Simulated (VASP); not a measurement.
A run of VASP 6.6.1 is set up as follows.

The input INCAR:

```
SYSTEM = Be2CdO3
  PREC = Accurate
  ENCUT = 520
  EDIFF = 1E-6
  ISMEAR = 0
  SIGMA = 0.1
  LREAL = .False.
  LASPH = .True.
  NELM = 100
  ALGO = Normal
  ISIF = 2
  LWAVE = .False.
  LCHARG = .False.
  GGA = PE
  NBANDS = 26
```

Contents of KPOINTS:

```
regular mesh
0
Gamma
  14 14 6
  0 0 0
```

The input POSCAR:

```
Be2CdO3
1.0
    2.5693596806      0.0000000000      0.0000000000
    0.0000000000      2.5693596806      0.0000000000
    0.0000000000      0.0000000000      7.9751362051
Be Cd O
2 1 3
Direct
    0.5000000000      0.5000000000      0.8462826193
    0.5000000000      0.5000000000      0.1537173807
    0.5000000000      0.5000000000      0.5000000000
    0.0000000000      0.0000000000      0.0000000000
    0.0000000000      0.0000000000      0.7071011577
    0.0000000000      0.0000000000      0.2928988423
```

Potentials or basis: VASP PAW PBE potentials, release 64 (Be, Cd, O).

The run is started by

```console
$ cat potpaw_PBE.64/Be/POTCAR potpaw_PBE.64/Cd/POTCAR potpaw_PBE.64/O/POTCAR > POTCAR
$ mpirun -np 1 vasp_std > vasp.out
```

(1) Estimate the pressure.

(2) What does it give for the largest force?

(3) Estimate the band gap on the k mesh.

Results:

(1) 1.1 GPa.

(2) 0.094 eV/Å.

(3) zero (bands 17 and 18 overlap by 0.40 eV).

Caveat: semilocal functionals underestimate gaps, so a narrow gap can read as zero.
